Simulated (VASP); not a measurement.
# Yb (Fm-3m) in VASP: further runs, part 2 of 2

VASP 6.6.1. Earlier steps stand in the parts before.

### 4 Relaxation of cell and atoms, PBE, target pressure 23 GPa, at which the enthalpy is minimised

This run uses another cell than the first one, of 21.38 Å³/atom.

INCAR

```
SYSTEM = Yb
PREC     = Accurate       ! precision mode
ENCUT    = 600            ! plane-wave cutoff, eV
EDIFF    = 1E-7           ! SCF threshold, eV
ISMEAR   = -1             ! smearing method
SIGMA    = 0.05           ! smearing width, eV
LREAL    = .FALSE.        ! projectors in reciprocal space
LASPH    = .TRUE.         ! aspherical terms in the spheres
NELM     = 100            ! most SCF steps
ALGO     = Normal         ! electronic algorithm
ISIF     = 3              ! what is computed and relaxed
LWAVE    = .FALSE.        ! write WAVECAR
LCHARG   = .FALSE.        ! write CHGCAR
GGA      = PE             ! functional
IBRION   = 2              ! ionic algorithm
NSW      = 32             ! ionic steps
EDIFFG   = -0.005         ! ionic threshold
PSTRESS  = 230.0
```

KPOINTS

```
regular mesh
0
G
  15 15 15
  0 0 0
```

POSCAR

```
Yb
1.0
    0.0000000000      2.2030424834      2.2030424834
    2.2030424834      0.0000000000      2.2030424834
    2.2030424834      2.2030424834      0.0000000000
Yb
1
Direct
    0.0000000000      0.0000000000      0.0000000000
```

Started as:

```bash
$ cat potpaw_PBE.64/Yb/POTCAR > POTCAR
$ mpirun -np 1 vasp_std > vasp.out
```

Wall time 6.9 min (1 thread of Intel Xeon Platinum 8259CL at 2.50GHz (Skylake/Cascade Lake), shared host); peak memory 0.22 GiB.

Results (log left out):

| Property | Result |
| --- | --- |
| Free energy | -2.8812 eV |
| Energy change on relaxing (the run minimises the enthalpy) | +0.1 meV/atom |
| Ionic steps | 8 |
| Pressure after relaxing | 23.0 GPa |
| Band gap on the k mesh | zero (bands 12 and 13 overlap by 0.66 eV) |

Final structure:
```yaml
crystal:
  lattice:
    - [0.00000, 2.20303, 2.20303]
    - [2.20303, 0.00000, 2.20303]
    - [2.20303, 2.20303, 0.00000]
  atoms:
    - { symbol: Yb, position: [0.00000, 0.00000, 0.00000] }
```

Levels at points of the mesh, in eV from the Fermi level:
| k point | band 9 | band 10 | band 11 | band 12 | band 13 | band 14 | band 15 | band 16 |
| --- | --- | --- | --- | --- | --- | --- | --- | --- |
| (0.00, 0.00, 0.00) | -0.62 | -0.36 | -0.36 | -0.36 | 3.43 | 3.43 | 3.43 | 7.04 |

Caveat: the cell is relaxed towards a set pressure, so the run minimises the enthalpy, not the energy; spin-orbit coupling is left out, which moves the levels of the heavy elements.

### 5 Relaxation of cell and atoms, PBE

INCAR

```
  ALGO = Normal
  EDIFF = 1E-6
  EDIFFG = -0.005
  ENCUT = 600
  GGA = PE
  IBRION = 2
  ISIF = 3
  ISMEAR = -1
  LASPH = T
  LCHARG = F
  LREAL = F
  LWAVE = F
  NELM = 60
  NSW = 60
  PREC = Accurate
  SIGMA = 0.05
```

KPOINTS

```
k-points
0
Gamma
  13 13 13
```

POSCAR

```
Yb
1.0
    0.0000000000      2.6115853807      2.6115853807
    2.6115853807      0.0000000000      2.6115853807
    2.6115853807      2.6115853807      0.0000000000
Yb
1
Direct
    0.0000000000      0.0000000000      0.0000000000
```

Potentials or basis: VASP PAW PBE potentials, release 64 (Yb).

Started as:

```bash
$ cat potpaw_PBE.64/Yb/POTCAR > POTCAR
$ mpirun -np 1 vasp_std > vasp.out
```

OUTCAR:

```text
EDIFF = 1E-6
   EDIFFG = -0.005
   ENCUT = 600
   GGA = PE
   IBRION = 2
   ISIF = 3
   ISMEAR = -1
   LASPH = T
   LREAL = F
   NELM = 60
   NSW = 60
   PREC = Accurate

 ion  position               nearest neighbor table
   1  0.000  0.000  0.000-

  LATTYP: Found a face centered cubic cell.
 ALAT       =     5.2231707614

  Lattice vectors:

 A1 = (   0.0000000000,   2.6115853807,   2.6115853807)
 A2 = (   2.6115853807,   0.0000000000,   2.6115853807)
 A3 = (   2.6115853807,   2.6115853807,   0.0000000000)

Analysis of symmetry for initial positions (statically):
=====================================================================
 Subroutine PRICEL returns:
 Original cell was already a primitive cell.

 Routine SETGRP: Setting up the symmetry group for a
 face centered cubic supercell.
[... 350 lines left out ...]

 E-fermi :   1.6711     XC(G=0):  -9.5268

 val. band max:        1.6436622895   @ k =  -0.3077   0.3846   0.1538
 cond. band min:       1.6830401741   @ k =  -0.3846   0.3077   0.0769
 fundamental gap:      0.0393778846
 Fermi energy:         1.6711274982

 k-point     1 :       0.0000    0.0000    0.0000
  band No.  band energies     occupation
      1     -50.0616      2.00000
      2     -22.2370      2.00000
      3     -22.2370      2.00000
      4     -22.2370      2.00000
      5      -3.5640      2.00000
      6       1.1684      1.99991
[... 433 lines left out ...]
      3     -22.3257      2.00000
      4     -22.3049      2.00000
      5      -0.1731      2.00000
      6       1.2076      1.99981
[... 8 lines left out ...]
     15       4.8613      0.00000
     16       7.5932      0.00000

 [... further k-points ...]

------------------------ aborting loop because EDIFF is reached ----------------------------------------

  FORCE on cell =-STRESS in cart. coord.  units (eV):
  Direction    XX          YY          ZZ          XY          YZ          ZX
  --------------------------------------------------------------------------------------
  -------------------------------------------------------------------------------------
  Total        0.0013087      0.0013087      0.0013087      0.0000000     -0.0000000     -0.0000000
  in kB        0.0594878      0.0594878      0.0594878      0.0000000     -0.0000000     -0.0000000
  external PRESSURE =       0.0594878 kB  Pullay stress =       0.0000000 kB
[... 16 lines left out ...]
  FREE ENERGIE OF THE ION-ELECTRON SYSTEM (eV)
  ---------------------------------------------------
  free  energy   TOTEN  =        -3.5727110082 eV

  energy  without entropy=       -3.5604034333  energy(sigma->0) =       -3.56655722

 reached required accuracy - stopping structural energy minimisation
```

OSZICAR:

```text
N       E                     dE             d eps       ncg     rms          rms(c)
DAV:   1     0.120472678730E+03    0.12047E+03   -0.96869E+03  3304   0.113E+04
DAV:   2     0.118820373191E+02   -0.10859E+03   -0.10584E+03  3464   0.550E+02
DAV:   3    -0.159516285967E+01   -0.13477E+02   -0.13377E+02  4096   0.129E+02
[... 117 lines left out ...]
DAV:   6    -0.357275934651E+01    0.42447E-04   -0.47951E-05  5032   0.164E-01    0.166E-01
DAV:   7    -0.357284780130E+01   -0.88455E-04   -0.70728E-05  4352   0.268E-01    0.309E-01
DAV:   8    -0.357272044639E+01    0.12735E-03   -0.70952E-04  3480   0.880E-01    0.833E-02
DAV:   9    -0.357271192638E+01    0.85200E-05   -0.33323E-05  4728   0.145E-01    0.391E-02
DAV:  10    -0.357271100821E+01    0.91817E-06   -0.18721E-06  2120   0.404E-02
   6 F= -.35727110E+01 E0= -.35665572E+01  d E =-.181601E-03
```

Wall time 10 min (1 thread of Intel Xeon Platinum 8259CL at 2.50GHz (Skylake/Cascade Lake), shared host); peak memory 0.23 GiB.

Results:

```yaml
Free_energy: -3.5727 eV
Relaxed_volume: 35.25 Å³/atom
Relaxed_cell: a = 3.680 Å, b = 3.680 Å, c = 3.680 Å, α = 60.00°, β = 60.00°, γ = 60.00°
Space_group_after_relaxing_to_0.1_Å: Fm-3m (No. 225)
Energy_gained_by_relaxing: 0.2 meV/atom
Ionic_steps: 6
Pressure_after_relaxing: 0.0 GPa
```

The path:
```csv
step,energy change (eV),largest force (eV/Å),pressure (GPa),volume (Å³)
1,0.0000,0.0000,-0.36,35.62
2,-0.0002,0.0000,0.15,35.21
3,-0.0002,0.0000,-0.30,35.38
4,-0.0002,0.0000,-0.62,35.27
5,-0.0002,0.0000,0.25,35.22
6,-0.0002,0.0000,0.01,35.25
```

Final structure:
```
CELL_PARAMETERS angstrom
0.00000 2.60233 2.60233
2.60233 0.00000 2.60233
2.60233 2.60233 0.00000
ATOMIC_POSITIONS crystal
Yb 0.00000 0.00000 0.00000
```

Levels at points of the mesh, in eV from the Fermi level:
```csv
k point,band 10,band 11,band 12,band 13,band 14,band 15
"(0.00, 0.00, 0.00)",-0.31,-0.31,-0.31,2.86,2.86,2.86
```

Caveat: spin-orbit coupling is left out, which moves the levels of the heavy elements. Spin polarisation is off, so any magnetic state and its effect on volume and gap are missing.

### 6 Overview

```csv
task,cell,k mesh,cutoff (eV),gap on the mesh (eV),pressure (GPa)
single point,"a = 3.693 Å, angles 60.0°, 1 atom",13 × 13 × 13,520,-,-0.2
relaxation of cell and atoms,"relaxed to 23 GPa from a = 3.112 Å, angles 60.0°, 1 atom",15 × 15 × 15,600,none,23.0
relaxation of cell and atoms,"relaxed to 23 GPa from a = 3.116 Å, angles 60.0°, 1 atom",15 × 15 × 15,600,none,23.0
relaxation of cell and atoms,"relaxed from a = 3.693 Å, angles 60.0°, 1 atom",13 × 13 × 13,600,-,0.0
```

Alike in all rows: level PBE; potentials or basis VASP PAW PBE potentials, release 64 (Yb); no spin polarisation; smearing fermi-dirac 0.05 eV.

Caveats: spin-orbit coupling is left out, which moves the levels of the heavy elements; the cell is relaxed towards a set pressure, so the run minimises the enthalpy, not the energy (at least some runs).

Absolute energies hang on the potentials; compare differences alone.
